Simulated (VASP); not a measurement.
Write the native input for VASP 6.6.1 that does the following.

```
Task                   : single point
Functional             : r2SCAN
Potentials or basis    : VASP PAW PBE potentials, release 64 (Al)
Cutoff                 : 520 eV
k mesh                 : 13 × 13 × 13
Occupations            : fermi-dirac, width 0.1 eV
Spin                   : no spin polarisation
Dipole correction      : no
Further INCAR settings : ALGO = Normal; EDIFF = 1e-07; NBANDS = 8
```

Crystal: Al.

```xyz
1
Lattice="-1.5642 1.5642 1.5642 1.5642 -1.5642 1.5642 1.5642 1.5642 -1.5642" Properties=species:S:1:pos:R:3 pbc="T T T"
Al    0.0000    0.0000    0.0000
```

These files were run (other wordings do the same):

POSCAR

```
Al
1.0
   -1.5642439753      1.5642439753      1.5642439753
    1.5642439753     -1.5642439753      1.5642439753
    1.5642439753      1.5642439753     -1.5642439753
Al
1
Direct
    0.0000000000      0.0000000000      0.0000000000
```

INCAR.step1

```
SYSTEM = Al
  ALGO = Normal
  EDIFF = 1E-4
  ENCUT = 520
  GGA = PE
  ISMEAR = -1
  LASPH = .TRUE.
  LCHARG = .FALSE.
  LREAL = .FALSE.
  LWAVE = .TRUE.
  NBANDS = 8
  NELM = 100
  PREC = Accurate
  SIGMA = 0.1
```

INCAR.step2

```
SYSTEM = Al
  ALGO = Normal
  EDIFF = 1E-7
  ENCUT = 520
  ISIF = 2
  ISMEAR = -1
  ISTART = 1
  LASPH = .TRUE.
  LCHARG = .TRUE.
  LELF = .TRUE.
  LMIXTAU = .TRUE.
  LREAL = .FALSE.
  LVHAR = .TRUE.
  LWAVE = .FALSE.
  METAGGA = R2SCAN
  NBANDS = 8
  NELM = 100
  PREC = Accurate
  SIGMA = 0.1
```

KPOINTS

```
k-points
0
G
  13 13 13
  0 0 0
```

Potentials or basis: VASP PAW PBE potentials, release 64 (Al).

Launch:

```console
$ cat potpaw_PBE.64/Al/POTCAR > POTCAR
$ cp INCAR.step1 INCAR
$ mpirun -np 1 vasp_std > vasp.out
$ cp INCAR.step2 INCAR
$ mpirun -np 1 vasp_std > vasp.out
```

Results of the run:

- Pressure: 5.0 GPa

Caveat: the PAW data sets were made with another functional, which shifts forces and pressure a little.

Wall time 41 s on 1 thread of Intel(R) Xeon(R) Platinum 8259CL CPU @ 2.50GHz (Skylake/Cascade Lake) (shared host), peak memory 0.13 GiB.
